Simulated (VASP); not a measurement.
# Rh (P6/mmm) in VASP: further runs, part 3 of 3

VASP 6.6.1.

### 4 Single point, r2SCAN (15.81 Å³/atom)

This run uses another cell than the first one, of 15.81 Å³/atom.

POSCAR reads:

```
Rh
1.0
    4.4685713188      0.0000000000      0.0000000000
   -2.2342856594      3.8698962807      0.0000000000
    0.0000000000      0.0000000000      2.7420091055
Rh
3
Direct
    1.0000000000      1.0000000000      0.0000000000
    0.3333333333      0.6666666667      0.5000000000
    0.6666666667      0.3333333333      0.5000000000
```

INCAR.step1 reads:

```
PREC = Accurate ; ENCUT = 520
ISMEAR = -1 ; SIGMA = 0.1
LREAL = False ; LASPH = True
NELM = 100 ; NBANDS = 30
GGA = PE ; ALGO = Normal
EDIFF = 1E-4 ; LWAVE = True
LCHARG = False
```

INCAR.step2 reads:

```
PREC = Accurate ; ENCUT = 520
EDIFF = 1E-6 ; ISMEAR = -1
SIGMA = 0.1 ; LREAL = False
LASPH = True ; NELM = 100
ALGO = Normal ; ISIF = 2
LWAVE = False ; LCHARG = True
METAGGA = R2SCAN ; LMIXTAU = True
LELF = True ; LVHAR = True
NBANDS = 30 ; ISTART = 1
```

KPOINTS reads:

```
regular mesh
0
Gamma
  10 10 13
```

Potentials or basis: VASP PAW PBE potentials, release 64 (Rh_pv).

Command:

```sh
$ cat potpaw_PBE.64/Rh_pv/POTCAR > POTCAR
$ cp INCAR.step1 INCAR
$ mpirun -np 1 vasp_std > vasp.out
$ cp INCAR.step2 INCAR
$ mpirun -np 1 vasp_std > vasp.out
```

OUTCAR:

```text
PREC = Accurate
   ENCUT = 520
   EDIFF = 1E-6
   ISMEAR = -1
   LREAL = False
   LASPH = True
   NELM = 100
   ISIF = 2
   METAGGA = R2SCAN
   ISTART = 1

 ion  position               nearest neighbor table
   1  0.000  0.000  0.000-   2 2.92   3 2.92   2 2.92   3 2.92   2 2.92   2 2.92   3 2.92   3 2.92
                             3 2.92   3 2.92   2 2.92   2 2.92
   2  0.333  0.667  0.500-   3 2.58   3 2.58   3 2.58   1 2.92   1 2.92   1 2.92   1 2.92   1 2.92
                             1 2.92
   3  0.667  0.333  0.500-   2 2.58   2 2.58   2 2.58   1 2.92   1 2.92   1 2.92   1 2.92   1 2.92
                             1 2.92

  LATTYP: Found a hexagonal cell.
 ALAT       =     4.4685713188
 C/A-ratio  =     0.6136209786

  Lattice vectors:

 A1 = (   4.4685713188,   0.0000000000,   0.0000000000)
 A2 = (  -2.2342856594,   3.8698962807,   0.0000000000)
 A3 = (   0.0000000000,   0.0000000000,   2.7420091055)

Analysis of symmetry for initial positions (statically):
=====================================================================
 Subroutine PRICEL returns:
 Original cell was already a primitive cell.

 Routine SETGRP: Setting up the symmetry group for a
 hexagonal supercell.

 Subroutine GETGRP returns: Found 24 space group operations
 (whereof 24 operations were pure point group operations)
 out of a pool of 24 trial point group operations.

The static configuration has the point symmetry D_6h.

Analysis of symmetry for dynamics (positions and initial velocities):
=====================================================================
 Subroutine PRICEL returns:
 Original cell was already a primitive cell.

 Routine SETGRP: Setting up the symmetry group for a
 hexagonal supercell.

 Subroutine GETGRP returns: Found 24 space group operations
 (whereof 24 operations were pure point group operations)
 out of a pool of 24 trial point group operations.

The dynamic configuration has the point symmetry D_6h.

 Subroutine INISYM returns: Found 24 space group operations
 (whereof 24 operations are pure point group operations),
 and found     1 'primitive' translations

----------------------------------------------------------------------------------------

                                     Primitive cell

  volume of cell :      47.4173

  direct lattice vectors                    reciprocal lattice vectors
     4.468571319  0.000000000  0.000000000     0.223785172  0.129202429  0.000000000
    -2.234285659  3.869896281  0.000000000     0.000000000  0.258404858  0.000000000
     0.000000000  0.000000000  2.742009106     0.000000000  0.000000000  0.364696090

  length of vectors
     4.468571319  4.468571319  2.742009106     0.258404858  0.258404858  0.364696090

  position of ions in fractional coordinates (direct lattice)
     0.000000000  0.000000000  0.000000000
     0.333333333  0.666666667  0.500000000
     0.666666667  0.333333333  0.500000000

  ion indices of the primitive-cell ions
   primitive index   ion index
                 1           1
                 2           2
                 3           3

----------------------------------------------------------------------------------------

 KPOINTS: regular mesh

Automatic generation of k-mesh.
 Grid dimensions read from file:
 generate k-points for:   10   10   13

 Generating k-lattice:

  Cartesian coordinates                     Fractional coordinates (reciprocal lattice)
     0.022378517  0.012920243  0.000000000     0.100000000  0.000000000  0.000000000
     0.000000000  0.025840486  0.000000000     0.000000000  0.100000000  0.000000000
     0.000000000  0.000000000  0.028053545     0.000000000  0.000000000  0.076923077

  Length of vectors
     0.025840486  0.025840486  0.028053545

  Shift w.r.t. Gamma in fractional coordinates (k-lattice)
     0.000000000  0.000000000  0.000000000

 Subroutine IBZKPT returns following result:
 ===========================================

 Found     98 irreducible k-points:

 Following reciprocal coordinates:
            Coordinates               Weight
  0.000000  0.000000  0.000000      1.000000
  0.100000  0.000000  0.000000      6.000000
  0.200000  0.000000  0.000000      6.000000
  0.300000  0.000000  0.000000      6.000000
  0.400000  0.000000  0.000000      6.000000
  0.500000  0.000000  0.000000      3.000000
[... 16 lines left out ...]
  0.300000  0.100000  0.076923     24.000000
  0.400000  0.100000  0.076923     24.000000
 [... further k-points ...]
   k-points           NKPTS =     98   k-points in BZ     NKDIM =     98   number of bands    NBANDS=     30
   number of dos      NEDOS =    301   number of ions     NIONS =      3
   total plane-waves  NPLWV =  25920
   dimension x,y,z NGX =    36 NGY =   36 NGZ =   20
   dimension x,y,z NGXF=    72 NGYF=   72 NGZF=   40
   ions per type =               3
   NGX,Y,Z   is equivalent  to a cutoff of  13.39, 13.39, 12.13 a.u.
   NGXF,Y,Z  is equivalent  to a cutoff of  26.79, 26.79, 24.25 a.u.
 SYSTEM =  unknown system
   PREC   = accura    normal or accurate (medium, high low for compatibility)
   ISTART =      1    job   : 0-new  1-cont  2-samecut
   ICHARG =      0    charge: 1-file 2-atom 10-const
   ISPIN  =      1    spin polarized calculation?
   LNONCOLLINEAR =      F non collinear calculations
   LSORBIT =      F    spin-orbit coupling
   LASPH  =      T    aspherical Exc in radial PAW
   ENCUT  =  520.0 eV  38.22 Ry    6.18 a.u.   8.31  8.31  5.10*2*pi/ulx,y,z
   NELM   =    100;   NELMIN=  2; NELMDL=  0     # of ELM steps
   EDIFF  = 0.1E-05   stopping-criterion for ELM
   LREAL  =      F    real-space projection
   EDIFFG = 0.1E-04   stopping-criterion for IOM
   NSW    =      0    number of steps for IOM
   IBRION =     -1    ionic relax: 0-MD 1-quasi-New 2-CG
   NFREE  =      0    steps in history (QN), initial steepest desc. (CG)
   ISIF   =      2    stress and relaxation
   ISYM   =      2    0-nonsym 1-usesym 2-fastsym
   POTIM  = 0.5000    time-step for ionic-motion
   TEBEG  =    0.0;   TEEND  =   0.0 temperature during run
   PSTRESS=    0.0 pullay stress
   NELECT =      45.0000    total number of electrons
   NUPDOWN=      -1.0000    fix difference up-down
   EMIN   =  10.00;   EMAX   =-10.00  energy-range for DOS
   EFERMI =   0.00;   METHOD = LEGACY
   ISMEAR =    -1;   SIGMA  =   0.10  broadening in eV -4-tet -1-fermi 0-gaus
   EFERMI_NEDOS =   21; number of points for ismear=-14 and -15
   IALGO  =     38    algorithm
   IMIX   =      4    mixing-type and parameters
     AMIX     =   0.40;   BMIX     =  1.00
     AMIX_MAG =   1.60;   BMIX_MAG =  1.00
  volume/ion in A,a.u.               =      15.81       106.66
  Fermi-wavevector in a.u.,A,eV,Ry     =   1.608792  3.040177 35.214780  2.588213
  Thomas-Fermi vector in A             =   2.704605
   LORBIT       =      0    0 simple, 1 ext, 2 COOP (PROOUT), +10 PAW based schemes
   METAGGA = R2SCAN    functional components
   LHFCALC =     F    Hartree Fock is set to
   AEXX    =    0.0000 exact exchange contribution
   IVDW    =     0    specifies the selected vdW correction
   LEPSILON=     F    determine dielectric tensor
   LRPA    =     F    only Hartree local field effects (RPA)
 non-spin polarized calculation
  energy-cutoff  :      520.00
  volume of cell :       47.42
 maximum number of plane-waves:      1293
 NGX is ok and might be reduce to    36
   NGX = 17   NGY = 17   NGZ = 11

 number of electron      45.0000014 magnetization

 Free energy of the ion-electron system (eV)
  ---------------------------------------------------
  ext. energy  EPLUGINS =         0.00000000
  ---------------------------------------------------
  free energy    TOTEN  =       -71.43048936 eV

  energy without entropy =      -71.21897380  energy(sigma->0) =      -71.32473158

 E-fermi :   9.3937     XC(G=0): -14.1465

 val. band max:        9.3935553871   @ k =   0.4000   0.0000   0.1538
 cond. band min:       9.3939156553   @ k =   0.4000   0.1000   0.0000
 fundamental gap:      0.0003602682
 Fermi energy:         9.3937444173

 k-point     1 :       0.0000    0.0000    0.0000
  band No.  band energies     occupation
      1     -38.6793      2.00000
      2     -38.6793      2.00000
      3     -38.3590      2.00000
      4     -38.3590      2.00000
      5     -38.1973      2.00000
      6     -38.1079      2.00000
[... 781 lines left out ...]
     29      23.4325      0.00000
     30      24.9501      0.00000

 [... further k-points ...]

------------------------ aborting loop because EDIFF is reached ----------------------------------------

  FORCE on cell =-STRESS in cart. coord.  units (eV):
  Direction    XX          YY          ZZ          XY          YZ          ZX
  --------------------------------------------------------------------------------------
  -------------------------------------------------------------------------------------
  Total       -6.4356913     -6.4356913     -6.1206101      0.0000000      0.0000000      0.0000000
  in kB     -217.4547372   -217.4547372   -206.8085000      0.0000000      0.0000000      0.0000000
  external PRESSURE =    -213.9059914 kB  Pullay stress =       0.0000000 kB

 VOLUME and BASIS-vectors are now :
 -----------------------------------------------------------------------------
  energy-cutoff  :      520.00
  volume of cell :       47.42
      direct lattice vectors                 reciprocal lattice vectors
     4.468571319  0.000000000  0.000000000     0.223785172  0.129202429  0.000000000
    -2.234285659  3.869896281  0.000000000     0.000000000  0.258404858  0.000000000
     0.000000000  0.000000000  2.742009106     0.000000000  0.000000000  0.364696090

 POSITION                                       TOTAL-FORCE (eV/Angst)
 -----------------------------------------------------------------------------------
      0.00000      0.00000      0.00000         0.000000      0.000000     -0.000000
     -0.00000      2.57993      1.37100         0.000000     -0.000000      0.000000
      2.23429      1.28997      1.37100        -0.000000      0.000000     -0.000000
 -----------------------------------------------------------------------------------
    total drift:                                0.000000      0.000000     -0.000000

  FREE ENERGIE OF THE ION-ELECTRON SYSTEM (eV)
  ---------------------------------------------------
  free  energy   TOTEN  =       -71.4304893639 eV

  energy  without entropy=      -71.2189738008  energy(sigma->0) =      -71.32473158
```

Wall time 3.8 min (1 thread of Intel Xeon Platinum 8488C (Sapphire Rapids), shared host); peak memory 0.24 GiB.

What came out:

```yaml
Free_energy: -71.4305 eV
Pressure: -21.4 GPa
Band_gap_on_the_k_mesh: zero (an odd number of electrons rules out a gap without spin polarisation)
```

Levels at points of the mesh, in eV from the Fermi level:
| k point | band 20 | band 21 | band 22 | band 23 | band 24 | band 25 | band 26 | band 27 |
| --- | --- | --- | --- | --- | --- | --- | --- | --- |
| (0.00, 0.00, 0.00) | -1.43 | -1.43 | -1.34 | -1.34 | 0.62 | 0.62 | 8.05 | 8.05 |
| (0.50, 0.00, 0.00) | -1.17 | -0.19 | 0.04 | 0.08 | 0.08 | 0.43 | 0.70 | 1.44 |

Caveat: the cell stands under tension; the PAW data sets were made with another functional, which shifts forces and pressure a little.

### 5 Single point, r2SCAN

This run uses another cell than the first one, of 14.11 Å³/atom.

POSCAR reads:

```
Rh
1.0
    4.3029141980      0.0000000000      0.0000000000
   -2.1514570990      3.7264330058      0.0000000000
    0.0000000000      0.0000000000      2.6403584210
Rh
3
Direct
    1.0000000000      1.0000000000      0.0000000000
    0.3333333333      0.6666666667      0.5000000000
    0.6666666667      0.3333333333      0.5000000000
```

INCAR.step1 reads:

```
SYSTEM = Rh
PREC = Accurate
ENCUT = 520
ISMEAR = -1
SIGMA = 0.1
LREAL = .False.
LASPH = .True.
NELM = 100
NBANDS = 30
GGA = PE
ALGO = Normal
EDIFF = 1E-4
LWAVE = .True.
LCHARG = .False.
```

INCAR.step2 reads:

```
SYSTEM = Rh
PREC = Accurate
ENCUT = 520
EDIFF = 1E-6
ISMEAR = -1
SIGMA = 0.1
LREAL = .False.
LASPH = .True.
NELM = 100
ALGO = Normal
ISIF = 2
LWAVE = .False.
LCHARG = .False.
METAGGA = R2SCAN
LMIXTAU = .True.
NBANDS = 30
ISTART = 1
```

KPOINTS reads:

```
Automatic mesh
0
Gamma
  11 11 16
  0 0 0
```

Command:

```sh
$ cat potpaw_PBE.64/Rh_pv/POTCAR > POTCAR
$ cp INCAR.step1 INCAR
$ mpirun -np 1 vasp_std > vasp.out
$ cp INCAR.step2 INCAR
$ mpirun -np 1 vasp_std > vasp.out
```

It took 4 min on 1 thread of Intel Xeon Platinum 8488C (Sapphire Rapids), shared host; peak memory 0.25 GiB.

The run converged. Its results:

```
Free energy            : -71.7932 eV
Pressure               : 1.1 GPa
Band gap on the k mesh : zero (an odd number of electrons rules out a gap without spin polarisation)
```

Stress tensor (GPa, compression positive):
```
1.48 0.00 0.00
0.00 1.48 0.00
0.00 0.00 0.44
```

Levels at points of the mesh, in eV from the Fermi level:
| k point | band 19 | band 20 | band 21 | band 22 | band 23 | band 24 | band 25 | band 26 | band 27 | band 28 |
| --- | --- | --- | --- | --- | --- | --- | --- | --- | --- | --- |
| (0.00, 0.00, 0.00) | -2.53 | -1.72 | -1.72 | -1.62 | -1.62 | 0.77 | 0.77 | 8.82 | 8.82 | 8.88 |
| (0.00, 0.00, 0.50) | -2.39 | -0.06 | -0.06 | 0.38 | 0.38 | 1.59 | 2.93 | 3.81 | 10.21 | 11.01 |

Caveat: the PAW data sets were made with another functional, which shifts forces and pressure a little.

### 6 Single point, r2SCAN, collinear spin, ferromagnetic start (13.22 Å³/atom)

This run uses another cell than the first one, of 13.22 Å³/atom.

POSCAR reads:

```
Rh
1.0
    4.2084784188      0.0000000000      0.0000000000
   -2.1042392094      3.6446492220      0.0000000000
    0.0000000000      0.0000000000      2.5852750274
Rh
3
Direct
    0.0000000000      1.0000000000      0.0000000000
    0.3333333333      0.6666666667      0.5000000000
    0.6666666667      0.3333333333      0.5000000000
```

INCAR.step1 reads:

```
SYSTEM = Rh
PREC = Accurate
ENCUT = 520
ISMEAR = -1
SIGMA = 0.05
LREAL = .False.
LASPH = .True.
NELM = 150
ISPIN = 2
MAGMOM = 1.137 0.818 0.818
LMAXMIX = 4
NBANDS = 34
GGA = PE
ALGO = Normal
EDIFF = 1E-4
LWAVE = .True.
LCHARG = .False.
```

INCAR.step2 reads:

```
SYSTEM = Rh
PREC = Accurate
ENCUT = 520
EDIFF = 1E-7
ISMEAR = -1
SIGMA = 0.05
LREAL = .False.
LASPH = .True.
NELM = 150
ALGO = Normal
ISIF = 2
LWAVE = .False.
LCHARG = .True.
ISPIN = 2
MAGMOM = 1.137 0.818 0.818
LORBIT = 11
LMAXMIX = 4
METAGGA = R2SCAN
LMIXTAU = .True.
LELF = .True.
LVHAR = .True.
NBANDS = 34
ISTART = 1
```

KPOINTS reads:

```
Automatic mesh
0
Gamma
  10 10 13
  0 0 0
```

Potentials or basis: VASP PAW PBE potentials, release 64 (Rh_pv).

Command:

```sh
$ cat potpaw_PBE.64/Rh_pv/POTCAR > POTCAR
$ cp INCAR.step1 INCAR
$ mpirun -np 1 vasp_std > vasp.out
$ cp INCAR.step2 INCAR
$ mpirun -np 1 vasp_std > vasp.out
```

Wall time 12 min (1 thread of Intel Xeon 8259CL, shared host); peak memory 0.31 GiB.

The run converged. Its results:

- Free energy: -71.5516 eV
- Pressure: 21.4 GPa
- Net moment: 0.00 μB per cell
- Valence electrons inside the program's atomic spheres: Rh 13.85, 13.97 (each value once)

Stress tensor (GPa, compression positive):
```
22.62  0.00  0.00
 0.00 22.62  0.00
 0.00  0.00 18.93
```

Levels at points of the mesh, in eV from the Fermi level:
Spin up:
```csv
k point,band 19,band 20,band 21,band 22,band 23,band 24,band 25,band 26,band 27,band 28
"(0.00, 0.00, 0.00)",-2.82,-1.91,-1.91,-1.83,-1.83,0.86,0.86,9.33,9.33,9.36
"(0.50, 0.00, 0.00)",-1.66,-1.60,-0.25,0.07,0.10,0.13,0.51,0.96,1.30,10.25
```
Spin down:
```
           k point  band 20  band 21  band 22  band 23  band 24  band 25  band 26  band 27
(0.00, 0.00, 0.00)    -1.91    -1.91    -1.83    -1.83     0.86     0.86     9.33     9.33
(0.50, 0.00, 0.00)    -1.60    -0.25     0.07     0.10     0.13     0.51     0.96     1.30
```

Caveat: the cell stands under pressure; the PAW data sets were made with another functional, which shifts forces and pressure a little.

### 7 Summary

```tsv
spin	cell	k mesh	smearing	gap on the mesh (eV)	pressure (GPa)
off	a = 4.360, b = 4.360, c = 2.675 Å, angles 90.0, 90.0, 120.0°, 3 atoms	10 × 10 × 13	fermi-dirac 0.1 eV	none	-8.3
off	a = 4.415, b = 4.415, c = 2.709 Å, angles 90.0, 90.0, 120.0°, 3 atoms	10 × 10 × 13	fermi-dirac 0.1 eV	none	-15.7
off	a = 4.469, b = 4.469, c = 2.742 Å, angles 90.0, 90.0, 120.0°, 3 atoms	10 × 10 × 13	fermi-dirac 0.1 eV	none	-21.4
off	a = 4.303, b = 4.303, c = 2.640 Å, angles 90.0, 90.0, 120.0°, 3 atoms	11 × 11 × 16	fermi-dirac 0.1 eV	none	1.1
collinear, ferromagnetic start	a = 4.208, b = 4.208, c = 2.585 Å, angles 90.0, 90.0, 120.0°, 3 atoms	10 × 10 × 13	fermi-dirac 0.05 eV	none	21.4
```

Alike in all rows: task single point; level r2SCAN; potentials or basis VASP PAW PBE potentials, release 64 (Rh_pv); cutoff (eV) 520.

Caveats: the PAW data sets were made with another functional, which shifts forces and pressure a little; the cell stands under tension (at least some runs); the cell stands under pressure (at least some runs).

Absolute energies hang on the potentials; compare differences alone.
